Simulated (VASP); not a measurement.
# Se (P4/mmm) in VASP: a series of runs

Runs on Se. Level: PBE. Tasks: single point, relaxation of cell and atoms.

Everything below comes from runs of VASP 6.6.1. Logs are shortened: lines on timing, memory, paths and dates and some standing lists are left out, and cuts for length are marked.

### Step 1. The cell of the first run

Symmetry: P4/mmm, No. 123, tetragonal system. The conventional cell has a = 5.480 Å, b = 5.480 Å, c = 2.683 Å, α = 90.00°, β = 90.00°, γ = 90.00°. Se (site symmetry 4/mmm) has 6 Se at 2.68 to 2.74 Å within 3.5 Å. Within 3.5 Å of Se (site symmetry mmm) lie 4 Se at 2.68 to 2.74 Å. Within 3.5 Å of Se (site symmetry mmm) lie 4 Se at 2.68 to 2.74 Å.

### Step 2. Single point, PBE

The input, INCAR:

```
  ALGO = Normal
  EDIFF = 1E-6
  ENCUT = 520
  GGA = PE
  ISIF = 2
  ISMEAR = 0
  LASPH = True
  LCHARG = True
  LELF = True
  LREAL = False
  LVHAR = True
  LWAVE = False
  NBANDS = 27
  NELM = 60
  PREC = Accurate
  SIGMA = 0.2
```

The input, KPOINTS:

```
k-points
0
Gamma
  8 4 2
```

The input, POSCAR:

```
Se
1.0
    0.0000000000      0.0000000000     -2.6828673689
    0.0000000000     -5.4798306161      0.0000000000
  -10.9596612322      0.0000000000      0.0000000000
Se
6
Direct
    0.0000000000      1.0000000000      0.5000000000
    0.0000000000      0.0000000000      0.0000000000
    0.0000000000      0.5000000000      1.0000000000
    1.0000000000      0.5000000000      0.5000000000
    1.0000000000      1.0000000000      0.7500000000
    1.0000000000      1.0000000000      0.2500000000
```

Potentials or basis: VASP PAW PBE potentials, release 64 (Se).

Launch:

```console
$ cat potpaw_PBE.64/Se/POTCAR > POTCAR
$ mpirun -np 1 vasp_std > vasp.out
```

OUTCAR:

```text
EDIFF = 1E-6
   ENCUT = 520
   GGA = PE
   ISIF = 2
   ISMEAR = 0
   LASPH = True
   LREAL = False
   NELM = 60
   PREC = Accurate

 ion  position               nearest neighbor table
   1  0.000  0.000  0.500-   4 2.74   5 2.74   6 2.74   4 2.74
   2  0.000  0.000  0.000-   3 2.74   5 2.74   6 2.74   3 2.74
   3  0.000  0.500  0.000-   2 2.74   2 2.74
   4  0.000  0.500  0.500-   1 2.74   1 2.74
   5  0.000  0.000  0.750-   1 2.74   2 2.74
   6  0.000  0.000  0.250-   1 2.74   2 2.74

  LATTYP: Found a simple orthorhombic cell.
 ALAT       =     2.6828673689
 B/A-ratio  =     2.0425275881
 C/A-ratio  =     4.0850551761

  Lattice vectors:

 A1 = (   0.0000000000,   0.0000000000,  -2.6828673689)
 A2 = (   0.0000000000,  -5.4798306161,   0.0000000000)
 A3 = ( -10.9596612322,   0.0000000000,   0.0000000000)

Analysis of symmetry for initial positions (statically):
=====================================================================
 Subroutine PRICEL returns following result:

  LATTYP: Found a simple tetragonal cell.
 ALAT       =     5.4798306161
 C/A-ratio  =     0.4895894703

  Lattice vectors:

 A1 = (   0.0000000000,  -5.4798306161,   0.0000000000)
 A2 = (  -5.4798306161,   0.0000000000,   0.0000000000)
 A3 = (   0.0000000000,   0.0000000000,  -2.6828673689)

   2 primitive cells build up your supercell.

 Routine SETGRP: Setting up the symmetry group for a
 simple orthorhombic supercell.

 Subroutine GETGRP returns: Found  8 space group operations
 (whereof  8 operations were pure point group operations)
 out of a pool of  8 trial point group operations.

The static configuration has the point symmetry D_2h.

Analysis of symmetry for dynamics (positions and initial velocities):
=====================================================================
 Subroutine PRICEL returns following result:

  LATTYP: Found a simple tetragonal cell.
 ALAT       =     5.4798306161
 C/A-ratio  =     0.4895894703

  Lattice vectors:

 A1 = (   0.0000000000,  -5.4798306161,   0.0000000000)
 A2 = (  -5.4798306161,   0.0000000000,   0.0000000000)
 A3 = (   0.0000000000,   0.0000000000,  -2.6828673689)

   2 primitive cells build up your supercell.

 Routine SETGRP: Setting up the symmetry group for a
 simple orthorhombic supercell.

 Subroutine GETGRP returns: Found  8 space group operations
 (whereof  8 operations were pure point group operations)
 out of a pool of  8 trial point group operations.

The dynamic configuration has the point symmetry D_2h.

 Subroutine INISYM returns: Found  8 space group operations
 (whereof  8 operations are pure point group operations),
 and found     2 'primitive' translations

----------------------------------------------------------------------------------------

                                     Primitive cell

  volume of cell :      80.5626

  direct lattice vectors                    reciprocal lattice vectors
     0.000000000 -5.479830616  0.000000000     0.000000000 -0.182487392  0.000000000
    -5.479830616  0.000000000  0.000000000    -0.182487392  0.000000000  0.000000000
     0.000000000  0.000000000 -2.682867369     0.000000000  0.000000000 -0.372735533

  length of vectors
     5.479830616  5.479830616  2.682867369     0.182487392  0.182487392  0.372735533

  position of ions in fractional coordinates (direct lattice)
     0.000000000  0.000000000  0.000000000
     0.500000000  0.000000000  0.000000000
     0.000000000  0.500000000  0.000000000

  ion indices of the primitive-cell ions
   primitive index   ion index
                 1           1
                 2           4
                 3           5

----------------------------------------------------------------------------------------

 KPOINTS: k-points

Automatic generation of k-mesh.
 Grid dimensions read from file:
 generate k-points for:    8    4    2

 Generating k-lattice:

  Cartesian coordinates                     Fractional coordinates (reciprocal lattice)
     0.000000000  0.000000000 -0.046591942     0.125000000  0.000000000  0.000000000
     0.000000000 -0.045621848  0.000000000     0.000000000  0.250000000  0.000000000
    -0.045621848  0.000000000  0.000000000     0.000000000  0.000000000  0.500000000

  Length of vectors
     0.046591942  0.045621848  0.045621848

  Shift w.r.t. Gamma in fractional coordinates (k-lattice)
     0.000000000  0.000000000  0.000000000

 Subroutine IBZKPT returns following result:
 ===========================================

 Found     30 irreducible k-points:

 Following reciprocal coordinates:
            Coordinates               Weight
  0.000000  0.000000  0.000000      1.000000
  0.125000  0.000000  0.000000      2.000000
  0.250000  0.000000  0.000000      2.000000
  0.375000  0.000000  0.000000      2.000000
  0.500000  0.000000  0.000000      1.000000
  0.000000  0.250000  0.000000      2.000000
[... 16 lines left out ...]
  0.250000  0.250000  0.500000      4.000000
  0.375000  0.250000  0.500000      4.000000
 [... further k-points ...]
   k-points           NKPTS =     30   k-points in BZ     NKDIM =     30   number of bands    NBANDS=     27
   number of dos      NEDOS =    301   number of ions     NIONS =      6
   total plane-waves  NPLWV =  70560
   dimension x,y,z NGX =    20 NGY =   42 NGZ =   84
   dimension x,y,z NGXF=    40 NGYF=   84 NGZF=  168
   ions per type =               6
   NGX,Y,Z   is equivalent  to a cutoff of  12.39, 12.74, 12.74 a.u.
   NGXF,Y,Z  is equivalent  to a cutoff of  24.79, 25.48, 25.48 a.u.
 SYSTEM =  unknown system
   PREC   = accura    normal or accurate (medium, high low for compatibility)
   ISTART =      0    job   : 0-new  1-cont  2-samecut
   ICHARG =      2    charge: 1-file 2-atom 10-const
   ISPIN  =      1    spin polarized calculation?
   LNONCOLLINEAR =      F non collinear calculations
   LSORBIT =      F    spin-orbit coupling
   LASPH  =      T    aspherical Exc in radial PAW
   ENCUT  =  520.0 eV  38.22 Ry    6.18 a.u.   4.99 10.19 20.38*2*pi/ulx,y,z
   NELM   =     60;   NELMIN=  2; NELMDL= -5     # of ELM steps
   EDIFF  = 0.1E-05   stopping-criterion for ELM
   LREAL  =      F    real-space projection
   EDIFFG = 0.1E-04   stopping-criterion for IOM
   NSW    =      0    number of steps for IOM
   IBRION =     -1    ionic relax: 0-MD 1-quasi-New 2-CG
   NFREE  =      0    steps in history (QN), initial steepest desc. (CG)
   ISIF   =      2    stress and relaxation
   ISYM   =      2    0-nonsym 1-usesym 2-fastsym
   POTIM  = 0.5000    time-step for ionic-motion
   TEBEG  =    0.0;   TEEND  =   0.0 temperature during run
   PSTRESS=    0.0 pullay stress
   NELECT =      36.0000    total number of electrons
   NUPDOWN=      -1.0000    fix difference up-down
   EMIN   =  10.00;   EMAX   =-10.00  energy-range for DOS
   EFERMI =   0.00;   METHOD = LEGACY
   ISMEAR =     0;   SIGMA  =   0.20  broadening in eV -4-tet -1-fermi 0-gaus
   EFERMI_NEDOS =   21; number of points for ismear=-14 and -15
   IALGO  =     38    algorithm
   IMIX   =      4    mixing-type and parameters
     AMIX     =   0.40;   BMIX     =  1.00
     AMIX_MAG =   1.60;   BMIX_MAG =  1.00
  volume/ion in A,a.u.               =      26.85       181.22
  Fermi-wavevector in a.u.,A,eV,Ry     =   0.993393  1.877241 13.426637  0.986830
  Thomas-Fermi vector in A             =   2.125272
   LORBIT       =      0    0 simple, 1 ext, 2 COOP (PROOUT), +10 PAW based schemes
   GGA     = PE    functional components
   LHFCALC =     F    Hartree Fock is set to
   AEXX    =    0.0000 exact exchange contribution
   IVDW    =     0    specifies the selected vdW correction
   LEPSILON=     F    determine dielectric tensor
   LRPA    =     F    only Hartree local field effects (RPA)
 non-spin polarized calculation
 Gauss-broadening in eV      SIGMA  =   0.20
  energy-cutoff  :      520.00
  volume of cell :      161.13
 maximum number of plane-waves:      4400
 NGX is ok and might be reduce to    20
   NGX =  9   NGY = 21   NGZ = 41

 number of electron      35.9999996 magnetization

 Free energy of the ion-electron system (eV)
  ---------------------------------------------------
  ext. energy  EPLUGINS =         0.00000000
  ---------------------------------------------------
  free energy    TOTEN  =       -19.74055852 eV

  energy without entropy =      -19.68590284  energy(sigma->0) =      -19.71323068

 E-fermi :   2.6291     XC(G=0):  -8.8525

 val. band max:        2.5874857873   @ k =   0.5000   0.0000   0.0000
 cond. band min:       2.6946113548   @ k =   0.2500   0.0000   0.0000
 fundamental gap:      0.1071255675
 Fermi energy:         2.6291414265

 k-point     1 :       0.0000    0.0000    0.0000
  band No.  band energies     occupation
      1     -13.3009      2.00000
      2     -12.9624      2.00000
      3     -11.2888      2.00000
      4     -10.8736      2.00000
      5     -10.2404      2.00000
      6      -9.7764      2.00000
[... 19 lines left out ...]
     26       7.9952      0.00000
     27       9.3454      0.00000

 k-point     2 :       0.1250    0.0000    0.0000
  band No.  band energies     occupation
      1     -13.0322      2.00000
      2     -12.6940      2.00000
      3     -11.0187      2.00000
      4     -10.6036      2.00000
      5      -9.9692      2.00000
      6      -9.5036      2.00000
[... 19 lines left out ...]
     26       7.4831      0.00000
     27       9.6046      0.00000

 k-point     3 :       0.2500    0.0000    0.0000
  band No.  band energies     occupation
      1     -12.2666      2.00000
      2     -11.9292      2.00000
      3     -10.2469      2.00000
      4      -9.8314      2.00000
      5      -9.1917      2.00000
      6      -8.7193      2.00000
[... 19 lines left out ...]
     26       8.4306      0.00000
     27      10.2251      0.00000

 k-point     4 :       0.3750    0.0000    0.0000
  band No.  band energies     occupation
      1     -11.2058      2.00000
      2     -10.8692      2.00000
      3      -9.1698      2.00000
      4      -8.7507      2.00000
      5      -8.0961      2.00000
      6      -7.6059      2.00000
[... 19 lines left out ...]
     26       7.6207      0.00000
     27       7.8407      0.00000

 k-point     5 :       0.5000    0.0000    0.0000
  band No.  band energies     occupation
      1     -10.5768      2.00000
      2     -10.2405      2.00000
      3      -8.5229      2.00000
      4      -8.0984      2.00000
      5      -7.4260      2.00000
      6      -6.9152      2.00000
[... 19 lines left out ...]
     26       7.2135      0.00000
     27       7.2135      0.00000

 k-point     6 :       0.0000    0.2500    0.0000
  band No.  band energies     occupation
      1     -13.1534      2.00000
      2     -12.7653      2.00000
      3     -11.2834      2.00000
      4     -11.0294      2.00000
      5     -10.7282      2.00000
      6     -10.0623      2.00000
[... 444 lines left out ...]
      1     -12.9889      2.00000
      2     -12.9889      2.00000
      3     -11.0883      2.00000
      4     -11.0883      2.00000
      5     -10.4567      2.00000
      6     -10.4567      2.00000
[... 19 lines left out ...]
     26       8.0213      0.00000
     27       9.5399      0.00000

 k-point    22 :       0.1250    0.2500    0.5000
  band No.  band energies     occupation
      1     -12.7205      2.00000
      2     -12.7205      2.00000
      3     -10.8183      2.00000
      4     -10.8183      2.00000
      5     -10.1858      2.00000
      6     -10.1858      2.00000
[... 19 lines left out ...]
     26       8.3257      0.00000
     27       9.8015      0.00000

 k-point    23 :       0.2500    0.2500    0.5000
  band No.  band energies     occupation
      1     -11.9553      2.00000
      2     -11.9553      2.00000
      3     -10.0466      2.00000
      4     -10.0466      2.00000
      5      -9.4098      2.00000
      6      -9.4098      2.00000
[... 19 lines left out ...]
     26       9.1970      0.00000
     27      10.4453      0.00000

 k-point    24 :       0.3750    0.2500    0.5000
  band No.  band energies     occupation
      1     -10.8950      2.00000
      2     -10.8950      2.00000
      3      -8.9686      2.00000
      4      -8.9686      2.00000
      5      -8.3194      2.00000
      6      -8.3194      2.00000
[... 19 lines left out ...]
     26       8.5337      0.00000
     27       8.7115      0.00000

 [... further k-points ...]
[... 5 lines left out ...]
  --------------------------------------------------------------------------------------
  -------------------------------------------------------------------------------------
  Total       -0.4918400     -0.4927877      2.9827485      0.0000000      0.0000000      0.0000000
  in kB       -4.8906989     -4.9001226     29.6594949      0.0000000      0.0000000      0.0000000
  external PRESSURE =       6.6228911 kB  Pullay stress =       0.0000000 kB

 VOLUME and BASIS-vectors are now :
 -----------------------------------------------------------------------------
  energy-cutoff  :      520.00
  volume of cell :      161.13
      direct lattice vectors                 reciprocal lattice vectors
     0.000000000  0.000000000 -2.682867369     0.000000000  0.000000000 -0.372735533
     0.000000000 -5.479830616  0.000000000     0.000000000 -0.182487392  0.000000000
   -10.959661232  0.000000000  0.000000000    -0.091243696  0.000000000  0.000000000

 POSITION                                       TOTAL-FORCE (eV/Angst)
 -----------------------------------------------------------------------------------
     -5.47983      0.00000      0.00000         0.000000     -0.000000     -0.000000
      0.00000      0.00000      0.00000         0.000000     -0.000000     -0.000000
      0.00000     -2.73992      0.00000         0.000000     -0.000000      0.000000
     -5.47983     -2.73992      0.00000         0.000000     -0.000000      0.000000
     -8.21975      0.00000      0.00000         0.000000      0.000000      0.000000
     -2.73992      0.00000      0.00000         0.000000      0.000000      0.000000
 -----------------------------------------------------------------------------------
    total drift:                               -0.000000     -0.000000      0.000000

  FREE ENERGIE OF THE ION-ELECTRON SYSTEM (eV)
  ---------------------------------------------------
  free  energy   TOTEN  =       -19.7405585249 eV

  energy  without entropy=      -19.6859028373  energy(sigma->0) =      -19.71323068
```

Wall time 1.7 min (1 thread of Intel Xeon 6975P-C (Granite Rapids), shared host); peak memory 0.27 GiB.

Results:

| Property | Result |
| --- | --- |
| Free energy | -19.7406 eV |
| Pressure | 0.7 GPa |
| Band gap on the k mesh | zero (band 18 reaches 5.40 eV, above the bottom of band 19 at 1.65 eV) |

Levels at points of the mesh, in eV from the Fermi level:
| k point | band 16 | band 17 | band 18 | band 19 | band 20 | band 21 |
| --- | --- | --- | --- | --- | --- | --- |
| (0.00, 0.00, 0.00) | 2.73 | 2.77 | 2.77 | 2.94 | 3.18 | 4.47 |
| (0.50, 0.00, 0.00) | -1.10 | -0.11 | -0.04 | 0.34 | 0.34 | 0.58 |
| (0.00, 0.50, 0.00) | -1.73 | -1.10 | 2.73 | 3.18 | 3.50 | 4.61 |
| (0.50, 0.50, 0.00) | -0.68 | -0.68 | -0.47 | -0.11 | -0.04 | 0.27 |
| (0.00, 0.00, 0.50) | 0.68 | 2.74 | 2.74 | 3.05 | 3.05 | 4.73 |
| (0.50, 0.00, 0.50) | -3.12 | 0.15 | 0.15 | 0.26 | 0.26 | 2.78 |
| (0.00, 0.50, 0.50) | -1.32 | 0.61 | 0.61 | 3.32 | 3.32 | 4.61 |
| (0.50, 0.50, 0.50) | -1.05 | -0.41 | -0.41 | -0.11 | -0.11 | 0.88 |

(Part 1 of 2 ends here.)
